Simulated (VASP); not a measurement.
## HfO2: single point with PBE

HfO2:

```xyz
3
Lattice="0.0000 2.5575 2.5575 2.5575 0.0000 2.5575 2.5575 2.5575 0.0000" Properties=species:S:1:pos:R:3 pbc="T T T"
Hf    0.0000    0.0000    0.0000
O     1.2788    1.2788    1.2788
O     3.8363    3.8363    3.8363
```

```json
{
  "Program": "VASP 6.6.1",
  "Task": "single point",
  "Functional": "PBE",
  "Potentials or basis": "VASP PAW PBE potentials, release 64 (Hf_pv, O)",
  "Cutoff": "600 eV",
  "k mesh": "6 × 6 × 6",
  "Occupations": "gaussian, width 0.1 eV",
  "Spin": "no spin polarisation"
}
```

```
Pressure               : -6.2 GPa
Band gap on the k mesh : 3.73 eV, direct
```

Levels at points of the mesh, in eV from the valence-band top:
```csv
k point,band 7,band 8,band 9,band 10,band 11,band 12,band 13,band 14,band 15,band 16
"(0.00, 0.00, 0.00)",-5.18,-5.18,-0.59,-0.59,-0.59,3.82,3.82,5.63,10.09,10.09
"(0.50, 0.00, 0.00)",-4.17,-3.00,-2.67,-1.80,-1.80,4.51,4.51,6.74,8.98,9.10
"(0.50, 0.50, 0.00)",-3.40,-3.40,-1.48,-1.48,0.00,3.73,5.36,6.40,7.93,7.93
```

Run time: 20 s on 1 thread of Intel Xeon 8259CL, with other jobs on the host, peak memory 0.17 GiB.

Caveat: spin-orbit coupling is left out, which moves the levels of the heavy elements. Expect the measured gap to be larger: semilocal functionals such as PBE lack the derivative discontinuity.
